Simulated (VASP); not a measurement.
The system is In2GaP3.

```
Ga In P
1.0
     4.10722    0.00000    0.00000
    -2.05361    3.55696    0.00000
     0.00000    0.00000   10.09145
Ga In P
1 2 3
Direct
  0.00000 0.00000 0.00084
  0.66667 0.33333 0.67346
  0.33333 0.66667 0.32760
  0.66667 0.33333 0.92922
  0.33333 0.66667 0.58199
  0.00000 0.00000 0.23688
```

| Quantity | Value |
| --- | --- |
| Program | VASP 6.6.1 |
| Task | relaxation of cell and atoms |
| Functional | r2SCAN |
| Potentials or basis | VASP PAW PBE potentials, release 64 (Ga_d, In_d, P) |
| Cutoff | 600 eV |
| k mesh | 6 × 6 × 2 |
| Occupations | fermi-dirac, width 0.02 eV |
| Spin | no spin polarisation |

At the start: pressure -2.0 GPa; volume 24.57 Å³/atom.

Question: How do energy, volume and symmetry change on relaxing?

Answer: Over 13 steps the energy falls by 4.4 meV/atom and the volume is 23.89 Å³/atom (-2.8 %); space group P3m1 (No. 156, to 0.05 Å).

The path:
```csv
step,energy change (eV),largest force (eV/Å),pressure (GPa),volume (Å³)
1,0.0000,0.0817,-1.96,147.43
2,-0.0178,0.0872,1.21,141.12
3,-0.0261,0.0376,0.00,143.32
4,-0.0261,0.0362,-0.04,143.40
5,-0.0261,0.0145,-0.03,143.38
6,-0.0261,0.0147,-0.03,143.36
7,-0.0262,0.0140,-0.02,143.36
8,-0.0262,0.0096,0.01,143.29
9,-0.0262,0.0106,0.02,143.30
10,-0.0262,0.0116,0.00,143.31
11,-0.0262,0.0094,0.00,143.30
12,-0.0262,0.0100,0.01,143.30
13,-0.0262,0.0016,0.00,143.31
```

Final structure:
```yaml
crystal:
  lattice:
    - [4.06954, 0.00000, 0.00000]
    - [-2.03477, 3.52432, 0.00000]
    - [0.00000, 0.00000, 9.99212]
  atoms:
    - { symbol: Ga, position: [0.00000, 0.00000, 0.00094] }
    - { symbol: In, position: [0.66667, 0.33333, 0.67358] }
    - { symbol: In, position: [0.33333, 0.66667, 0.32747] }
    - { symbol: P, position: [0.66667, 0.33333, 0.92949] }
    - { symbol: P, position: [0.33333, 0.66667, 0.58189] }
    - { symbol: P, position: [0.00000, 0.00000, 0.23663] }
```

Caveat: the PAW data sets were made with another functional, which shifts forces and pressure a little; spin-orbit coupling is left out, which moves the levels of the heavy elements.
